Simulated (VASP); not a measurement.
Wanted: the native input for a VASP 6.6.1 run.

```
Task                   : single point
Functional             : LDA
Potentials or basis    : VASP PAW LDA potentials, release 64 (K_sv, Cl)
Cutoff                 : 520 eV
k mesh                 : 6 × 6 × 6
Occupations            : gaussian, width 0.05 eV
Spin                   : no spin polarisation
Dipole correction      : no
Further INCAR settings : ALGO = Normal; EDIFF = 1e-06; NBANDS = 15
```

The structure of KCl lies in POSCAR:

```
KCl
1.0
    0.0000000000      3.1561000000      3.1561000000
    3.1561000000      0.0000000000      3.1561000000
    3.1561000000      3.1561000000      0.0000000000
K Cl
1 1
Direct
    0.0000000000      0.0000000000      0.0000000000
    0.5000000000      0.5000000000      0.5000000000
```

The input as run:

INCAR

```
  PREC = Accurate
  ENCUT = 520
  EDIFF = 1E-6
  ISMEAR = 0
  SIGMA = 0.05
  LREAL = F
  LASPH = T
  NELM = 60
  ALGO = Normal
  ISIF = 2
  LWAVE = F
  LCHARG = F
  NBANDS = 15
```

KPOINTS

```
Automatic mesh
0
Gamma
  6 6 6
```

Potentials or basis: VASP PAW LDA potentials, release 64 (K_sv, Cl).

Run with:

```bash
$ cat potpaw_LDA.64/K_sv/POTCAR potpaw_LDA.64/Cl/POTCAR > POTCAR
$ mpirun -np 1 vasp_std > vasp.out
```

Results of the run:

```json
{"Pressure": "-2.0 GPa", "Band gap on the k mesh": "4.72 eV, direct"}
```

It took 15 s on 1 thread of Intel(R) Xeon(R) Platinum 8259CL CPU @ 2.50GHz (Skylake/Cascade Lake), on a shared host, peak memory 0.17 GiB.
